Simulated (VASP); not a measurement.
A run of VASP 6.6.1:

File INCAR:

```
PREC = Accurate
ENCUT = 520
EDIFF = 1E-6
ISMEAR = 0
SIGMA = 0.15
LREAL = F
LASPH = T
NELM = 60
ALGO = Normal
ISIF = 2
LWAVE = F
LCHARG = T
GGA = PS
LELF = T
LVHAR = T
NBANDS = 12
```

KPOINTS

```
regular mesh
0
Gamma
  20 20 20
```

POSCAR

```
Au
1.0
    0.0000000000      1.9841350000      2.1068650000
    1.9841350000      0.0000000000      2.1068650000
    1.9841350000      1.9841350000      0.0000000000
Au
1
Direct
    0.0000000000      0.0000000000      0.0000000000
```

Potentials or basis: VASP PAW PBE potentials, release 64 (Au).

Command:

```bash
$ cat potpaw_PBE.64/Au/POTCAR > POTCAR
$ mpirun -np 1 vasp_std > vasp.out
```

Hardware: 1 thread of Intel(R) Xeon(R) Platinum 8488C (Sapphire Rapids) (shared host).

Question: Estimate the wall time of this run.

Answer: Run time: 52 s on 1 thread of Intel(R) Xeon(R) Platinum 8488C (Sapphire Rapids), with other jobs on the host, peak memory 0.25 GiB. Counts: scf iterations 11, k points 641.
